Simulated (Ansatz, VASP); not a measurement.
One calculation of AlNi3, two programs

```
Ni Al
1.0
     3.49941    0.00000    0.00000
     0.00000    3.49941    0.00000
     0.00000    0.00000    3.49941
Ni Al
3 1
Direct
  0.50000 0.50000 0.00000
  0.50000 0.00000 0.50000
  0.00000 0.50000 0.50000
  0.00000 0.00000 0.00000
```

Alike in both runs: task single point; functional PBE; k mesh 8 × 8 × 8; occupations fermi-dirac, width 0.05 eV; collinear spin.

```csv
,VASP,Ansatz
version,VASP 6.6.1,Ansatz 0.2.0
potentials or method,"VASP PAW PBE potentials, release 64 (Ni, Al)",Ansatz PAW
plane-wave cutoff (eV),520,420
valence electrons in the cell,33,57
```

Ansatz gave:

- gap on the k mesh at the Fermi level (eV): none
- pressure (GPa): 11.9
- net moment per atom (μB): 0.17
- size of the moment on the site where the two differ most (μB): 0.25

Question: Estimate VASP's values.

Answer: gap on the k mesh at the Fermi level (eV): none; pressure (GPa): 11.9; net moment per atom (μB): 0.16; size of the moment on the site where the two differ most (μB): 0.23.

Site moments also hang on the region over which each program counts them. A gap of «none» marks a metal or a gap that the smearing closes. VASP's potentials hold 33 valence electrons a cell and Ansatz's 57, so a difference there can come from the potentials and not from the codes.
